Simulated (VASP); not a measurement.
# MgF2 (P4_2/mnm) in VASP: a series of runs, part 2 of 2

VASP 6.6.1.

## Step 3: Single point, HSE06

This run uses another cell than the first one, of 10.88 Å³/atom.

Contents of POSCAR:

```
MgF2
1.0
    4.6259220100      0.0000000000      0.0000000000
    0.0000000000      4.6259220100      0.0000000000
    0.0000000000      0.0000000000      3.0493542700
Mg F
2 4
Direct
    0.0000000000      0.0000000000      0.0000000000
    0.5000000000      0.5000000000      0.5000000000
    0.3029444600      0.3029444600      0.0000000000
    0.1970555400      0.8029444600      0.5000000000
    0.6970555400      0.6970555400      0.0000000000
    0.8029444600      0.1970555400      0.5000000000
```

Contents of INCAR.step1:

```
PREC = Accurate ; ENCUT = 520
EDIFF = 1E-5 ; ISMEAR = -1
SIGMA = 0.02 ; LREAL = F
LASPH = T ; NELM = 120
ALGO = Normal ; ISIF = 2
LWAVE = T ; LCHARG = F
GGA = PE ; NBANDS = 25
GGA_COMPAT = F ; KPAR = 4
```

Contents of INCAR.step2:

```
PREC = Accurate ; ENCUT = 520
EDIFF = 1E-6 ; ISMEAR = -1
SIGMA = 0.02 ; LREAL = F
LASPH = T ; NELM = 120
ALGO = Normal ; ISIF = 2
LWAVE = F ; LCHARG = F
GGA = PE ; LHFCALC = T
HFSCREEN = 0.2079 ; PRECFOCK = Normal
ISTART = 1 ; NBANDS = 25
GGA_COMPAT = F ; KPAR = 4
```

Contents of KPOINTS:

```
Automatic mesh
0
Gamma
  4 4 6
```

Potentials or basis: VASP PAW PBE potentials, release 64 (Mg, F).

Command:

```bash
$ cat potpaw_PBE.64/Mg/POTCAR potpaw_PBE.64/F/POTCAR > POTCAR
$ cp INCAR.step1 INCAR
$ mpirun -np 4 vasp_std > vasp.out
$ cp INCAR.step2 INCAR
$ mpirun -np 4 vasp_std > vasp.out
```

OUTCAR:

```text
PREC = Accurate
   ENCUT = 520
   EDIFF = 1E-6
   ISMEAR = -1
   LREAL = F
   LASPH = T
   NELM = 120
   ISIF = 2
   GGA = PE
   LHFCALC = T
   HFSCREEN = 0.2079
   PRECFOCK = Normal
   ISTART = 1

 ion  position               nearest neighbor table
   1  0.000  0.000  0.000-   3 1.98   5 1.98   4 2.00   6 2.00   4 2.00   6 2.00   2 3.61   2 3.61
                             2 3.61   2 3.61   2 3.61   2 3.61   2 3.61   2 3.61
   2  0.500  0.500  0.500-   4 1.98   6 1.98   5 2.00   3 2.00   3 2.00   5 2.00   1 3.61   1 3.61
                             1 3.61   1 3.61   1 3.61   1 3.61   1 3.61   1 3.61
   3  0.303  0.303  0.000-   1 1.98   2 2.00   2 2.00
   4  0.197  0.803  0.500-   2 1.98   1 2.00   1 2.00
   5  0.697  0.697  0.000-   1 1.98   2 2.00   2 2.00
   6  0.803  0.197  0.500-   2 1.98   1 2.00   1 2.00

  LATTYP: Found a simple tetragonal cell.
 ALAT       =     4.6259220100
 C/A-ratio  =     0.6591884306

  Lattice vectors:

 A1 = (   4.6259220100,   0.0000000000,   0.0000000000)
 A2 = (   0.0000000000,   4.6259220100,   0.0000000000)
 A3 = (   0.0000000000,   0.0000000000,   3.0493542700)

Analysis of symmetry for initial positions (statically):
=====================================================================
 Subroutine PRICEL returns:
 Original cell was already a primitive cell.

 Routine SETGRP: Setting up the symmetry group for a
 simple tetragonal supercell.

 Subroutine GETGRP returns: Found 16 space group operations
 (whereof  8 operations were pure point group operations)
 out of a pool of 16 trial point group operations.

The static configuration has the point symmetry D_2h.
 The point group associated with its full space group is D_4h.

Analysis of symmetry for dynamics (positions and initial velocities):
=====================================================================
[... 144 lines left out ...]
   LHFCALC =     T    Hartree Fock is set to
   PRECFOCK=normal    Normal, Fast or Accurate (Low or Medium for compatibility)
   ENCUT4O =  -1.0   cutoff for four orbital integrals eV
   NKREDX  =     1    reduce k-point grid by
   NKREDY  =     1    reduce k-point grid by
   NKREDZ  =     1    reduce k-point grid by
   AEXX    =    0.2500 exact exchange contribution
   HFSCREEN=    0.2079 screening length (either q_TF or 0.3 A-1)
   HFSCREENC=   0.2079 screening length for correlation (either q_TF or 0.3 A-1)
   ENCUTFOCK=  -1.0 apply spherical cutoff to Coloumb kernel
   IVDW    =     0    specifies the selected vdW correction
   LEPSILON=     F    determine dielectric tensor
   LRPA    =     F    only Hartree local field effects (RPA)
 non-spin polarized calculation
  energy-cutoff  :      520.00
  volume of cell :       65.25
 maximum number of plane-waves:      1772
 NGX is ok and might be reduce to    36
  NGX = 28; NGY = 28; NGZ = 18

 number of electron      32.0000031 magnetization

 Free energy of the ion-electron system (eV)
  ---------------------------------------------------
  ext. energy  EPLUGINS =         0.00000000
  ---------------------------------------------------
  free energy    TOTEN  =       -38.30930234 eV

  energy without entropy =      -38.30930234  energy(sigma->0) =      -38.30930234

 E-fermi :  -2.5534     XC(G=0):  -7.9834

 val. band max:       -2.9840573616   @ k =   0.0000   0.0000   0.0000
 cond. band min:       6.4034455427   @ k =   0.0000   0.0000   0.0000
 fundamental gap:      9.3875029042
 Fermi energy:        -2.5533593948

 k-point     1 :       0.0000    0.0000    0.0000
  band No.  band energies     occupation
      1     -25.2878      2.00000
      2     -24.4612      2.00000
      3     -24.4612      2.00000
      4     -24.3635      2.00000
      5      -7.1545      2.00000
      6      -5.5736      2.00000
[... 661 lines left out ...]
     24      14.7685      0.00000
     25      17.5674      0.00000

------------------------ aborting loop because EDIFF is reached ----------------------------------------

  FORCE on cell =-STRESS in cart. coord.  units (eV):
  Direction    XX          YY          ZZ          XY          YZ          ZX
  --------------------------------------------------------------------------------------
  -------------------------------------------------------------------------------------
  Total        0.1877868      0.1877868      0.1299407     -0.0000000      0.0000000      0.0000000
  in kB        4.6107463      4.6107463      3.1904445     -0.0000000      0.0000000      0.0000000
  external PRESSURE =       4.1373124 kB  Pullay stress =       0.0000000 kB

 VOLUME and BASIS-vectors are now :
 -----------------------------------------------------------------------------
  energy-cutoff  :      520.00
  volume of cell :       65.25
      direct lattice vectors                 reciprocal lattice vectors
     4.625922010  0.000000000  0.000000000     0.216173121  0.000000000  0.000000000
     0.000000000  4.625922010  0.000000000     0.000000000  0.216173121  0.000000000
     0.000000000  0.000000000  3.049354270     0.000000000  0.000000000  0.327938282

 POSITION                                       TOTAL-FORCE (eV/Angst)
 -----------------------------------------------------------------------------------
      0.00000      0.00000      0.00000         0.000000      0.000000      0.000000
      2.31296      2.31296      1.52468         0.000000      0.000000      0.000000
      1.40140      1.40140      0.00000         0.015164      0.015164      0.000000
      0.91156      3.71436      1.52468        -0.015164      0.015164      0.000000
      3.22452      3.22452      0.00000        -0.015164     -0.015164     -0.000000
      3.71436      0.91156      1.52468         0.015164     -0.015164      0.000000
 -----------------------------------------------------------------------------------
    total drift:                                0.000001      0.000000     -0.000000

  FREE ENERGIE OF THE ION-ELECTRON SYSTEM (eV)
  ---------------------------------------------------
  free  energy   TOTEN  =       -38.3093023425 eV

  energy  without entropy=      -38.3093023425  energy(sigma->0) =      -38.30930234
```

OUTCAR.step1:

```text
PREC = Accurate
   ENCUT = 520
   EDIFF = 1E-5
   ISMEAR = -1
   LREAL = F
   LASPH = T
[... 909 lines left out ...]
      1.40140      1.40140      0.00000        -0.014789     -0.014789     -0.000000
      0.91156      3.71436      1.52468         0.014789     -0.014789     -0.000000
      3.22452      3.22452      0.00000         0.014789      0.014789      0.000000
      3.71436      0.91156      1.52468        -0.014789      0.014789      0.000000
 -----------------------------------------------------------------------------------
    total drift:                                0.000000     -0.000000      0.000000

  FREE ENERGIE OF THE ION-ELECTRON SYSTEM (eV)
  ---------------------------------------------------
  free  energy   TOTEN  =       -31.5100677575 eV

  energy  without entropy=      -31.5100677575  energy(sigma->0) =      -31.51006776
```

Run time: 25 min. Hardware: 4 MPI ranks of Intel Xeon Platinum 8375C at 2.90GHz (Ice Lake), shared host; peak memory 0.31 GiB.

What came out:

```
Free energy            : -38.3093 eV
Pressure               : 0.4 GPa
Largest force          : 0.021 eV/Å
Band gap on the k mesh : 9.39 eV
```

Forces on the atoms (eV/Å):
```
Mg   0.000  0.000  0.000
Mg   0.000  0.000  0.000
F    0.015  0.015  0.000
F   -0.015  0.015  0.000
F   -0.015 -0.015  0.000
F    0.015 -0.015  0.000
```

Caveat: the PAW data sets were made with another functional, which shifts forces and pressure a little.
